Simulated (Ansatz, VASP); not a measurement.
# C: VASP beside Ansatz

The input INCAR:

```
PREC     = Accurate       # precision mode
ENCUT    = 600            # plane-wave cutoff, eV
EDIFF    = 1E-6           # SCF threshold, eV
ISMEAR   = 0              # smearing method
SIGMA    = 0.15           # smearing width, eV
LREAL    = False          # projectors in reciprocal space
LASPH    = True           # aspherical terms in the spheres
NELM     = 120            # most SCF steps
ALGO     = Normal         # electronic algorithm
ISIF     = 2              # what is computed and relaxed
LWAVE    = False          # write WAVECAR
LCHARG   = True           # write CHGCAR
GGA      = PS             # functional
IVDW     = 12             # dispersion correction
LELF     = True           # ELF
LVHAR    = True         
NBANDS   = 16             # bands
GGA_COMPAT= False
```

The input KPOINTS:

```
regular mesh
0
Gamma
  18 12 10
```

File POSCAR:

```
C
1.0
   -2.4576582504      0.0000000000      0.0000000000
    0.0000000000      0.0000000000     -3.5294825081
    0.0000000000     -4.2567889574      0.0000000000
C
4
Direct
    0.5000000000      0.0000000000      0.1701904496
    0.0000000000      0.0000000000      0.6631428838
    0.0000000000      0.0000000000      0.3298095504
    0.5000000000      0.0000000000      0.8368571162
```

Input for Ansatz:

```yaml
crystal:
  lattice:
    - [-2.4576582504, 0.0, 0.0]
    - [0.0, 0.0, -3.5294825081]
    - [0.0, -4.2567889574, 0.0]
  atoms:
    - { symbol: C, position: [0.5, 0.0, 0.1701904496] }
    - { symbol: C, position: [0.0, 0.0, 0.6631428838] }
    - { symbol: C, position: [0.0, 0.0, 0.3298095504] }
    - { symbol: C, position: [0.5, 0.0, 0.8368571162] }
basis:
  ecutwfc: 520.0
kpoints:
  mp_grid: { grid: [18, 12, 10] }
hamiltonian:
  xc: pbesol
  pseudopotentials: { kind: paw, azcp: { folder: soft_1 } }
  dispersion: d3bj
scf:
  occupations: { method: gaussian, width: 0.15 }
output:
  forces: true
  stress: true
  eigenvalues: true
```

Change from the starting cell: mode 8 frozen in at -0.015 Å and mode 12 at +0.000 Å (largest displacements).

Alike in both runs: task single point; functional PBEsol; dispersion D3(BJ); k mesh 18 × 12 × 10; occupations gaussian, width 0.15 eV; no spin polarisation.

|  | VASP | Ansatz |
| --- | --- | --- |
| version | VASP 6.6.1 | Ansatz 0.2.0 |
| potentials or method | VASP PAW PBE potentials, release 64 (C), cutoff 600 eV | scalar-relativistic, plane waves, PAW |
| valence electrons in the cell | 16 | 16 |

|  | VASP | Ansatz | Ansatz less VASP |
| --- | --- | --- | --- |
| gap on the k mesh at the Fermi level (eV) | none | none | - |
| pressure (GPa) | 0.5 | 0.2 | -0.30 |
| traceless stress, the component that is largest in VASP (GPa) | -0.79 | -0.20 | +0.590 |
| rms of the force components (eV/Å) | 0.690 | 0.690 | +0.0006 |

VASP's potentials were made for PBE, not for PBEsol, and Ansatz warns of the same on its side. Atom by atom the forces differ by 0.001 eV/Å (rms over components). A gap of «none» marks a metal or a gap that the smearing closes.
